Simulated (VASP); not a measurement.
Wanted: the native input for a VASP 6.6.1 run.

| Item | Value |
| --- | --- |
| Task | relaxation of cell and atoms |
| Functional | PBE |
| Potentials or basis | VASP PAW PBE potentials, release 64 (Mn_pv, As) |
| Cutoff | 500 eV |
| k mesh | 6 × 6 × 6 |
| Occupations | gaussian, width 0.1 eV |
| Spin | collinear spin, ferromagnetic start |
| Starting moments | [1.26, 0.0] μB |
| Dipole correction | no |
| Further INCAR settings | ALGO = Normal; EDIFF = 1e-07; IBRION = 2; EDIFFG = -0.04; NSW = 90; ISIF = 3 |

The structure of MnAs lies in POSCAR:

```
MnAs
1.0
    0.0000000000      2.4760624236      2.4760624236
    2.4760624236      0.0000000000      2.4760624236
    2.4760624236      2.4760624236      0.0000000000
Mn As
1 1
Direct
    0.0000000000      0.0000000000      0.0000000000
    0.7500000000      0.7500000000      0.7500000000
```

The input as run:

INCAR

```
ALGO     = Normal         # electronic algorithm
EDIFF    = 1E-7           # SCF threshold, eV
EDIFFG   = -0.04          # ionic threshold
ENCUT    = 500            # plane-wave cutoff, eV
GGA      = PE             # functional
GGA_COMPAT= False        
IBRION   = 2              # ionic algorithm
ISIF     = 3              # what is computed and relaxed
ISMEAR   = 0              # smearing method
ISPIN    = 2              # spin polarisation
LASPH    = True           # aspherical terms in the spheres
LCHARG   = False          # write CHGCAR
LMAXMIX  = 4              # l up to which the mixer works
LORBIT   = 11             # projections on sites
LREAL    = False          # projectors in reciprocal space
LWAVE    = False          # write WAVECAR
MAGMOM   = 1.26 0         # initial moments
NELM     = 200            # most SCF steps
NELMIN   = 4            
NSW      = 90             # ionic steps
PREC     = Accurate       # precision mode
SIGMA    = 0.1            # smearing width, eV
```

KPOINTS

```
k-points
0
Gamma
  6 6 6
```

Potentials or basis: VASP PAW PBE potentials, release 64 (Mn_pv, As).

Command:

```sh
$ cat potpaw_PBE.64/Mn_pv/POTCAR potpaw_PBE.64/As/POTCAR > POTCAR
$ mpirun -np 1 vasp_std > vasp.out
```

It gave:

* Relaxed volume: 18.72 Å³/atom
* Relaxed cell: a = 3.755 Å, b = 3.755 Å, c = 3.755 Å, α = 60.00°, β = 60.00°, γ = 60.00°
* Space group after relaxing (to 0.1 Å): F-43m (No. 216)
* Energy gained by relaxing: 304.7 meV/atom
* Ionic steps: 4
* Pressure after relaxing: 0.1 GPa
* Band gap on the k mesh: 0.03 eV (least direct gap 0.18 eV)
* Net moment: 0.00 μB per cell
* Valence electrons inside the program's atomic spheres: Mn 11.86; As 2.91

Caveat: the volume moved by over 15 % at a fixed basis, so the end points are rough; the smearing spreads over this small gap; the moments typed at the start vanished in this run; semilocal functionals underestimate gaps, and a narrow one can read as zero.

Run time: 90 s on 1 thread of Intel(R) Xeon(R) Platinum 8559C (Emerald Rapids), with other jobs on the host, peak memory 0.18 GiB.
